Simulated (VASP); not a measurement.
Crystal: Na2HF.

```
Na H F
1.0
     3.51865    0.00000    0.00000
    -1.75932    3.04724    0.00000
     0.00000    0.00000    5.76591
Na H F
2 1 1
Cartesian
  1.7593 1.0157 1.7016
  1.7593 1.0157 4.0643
  0.0000 0.0000 0.0000
  0.0000 2.0315 2.8830
```

| Item | Value |
| --- | --- |
| Program | VASP 6.6.1 |
| Task | relaxation of cell and atoms |
| Functional | PBE |
| Potentials or basis | VASP PAW PBE potentials, release 64 (Na_pv, H, F) |
| Cutoff | 600 eV |
| k mesh | 6 × 6 × 4 |
| Occupations | gaussian, width 0.1 eV |
| Spin | no spin polarisation |

At the start: pressure -1.6 GPa; volume 15.46 Å³/atom.

Question: Where does the relaxation end?

Answer: Over 8 steps the energy falls by 117.4 meV/atom and the volume is 13.52 Å³/atom (-12.5 %); space group P-6m2 (No. 187, to 0.05 Å).

The path:
```
step  energy change (eV)  largest force (eV/Å)  pressure (GPa)  volume (Å³)
   1              0.0000                1.5716           -1.59        61.82
   2             -0.2383                1.0213           -1.81        60.45
   3             -0.4475                0.0182           -1.89        57.66
   4             -0.4487                0.0599           -1.84        57.43
   5             -0.4661                0.0440           -0.67        55.38
   6             -0.4691                0.0368           -0.29        54.55
   7             -0.4675                0.0214            0.81        52.91
   8             -0.4698                0.0321           -0.14        54.09
```

Final structure:
```yaml
crystal:
  lattice:
    - [3.28534, 0.00000, 0.00000]
    - [-1.64267, 2.84519, 0.00000]
    - [0.00000, 0.00000, 5.78692]
  atoms:
    - { symbol: Na, position: [0.66667, 0.33333, 0.25291] }
    - { symbol: Na, position: [0.66667, 0.33333, 0.74709] }
    - { symbol: H, position: [0.00000, 0.00000, 0.00000] }
    - { symbol: F, position: [0.33333, 0.66667, 0.50000] }
```
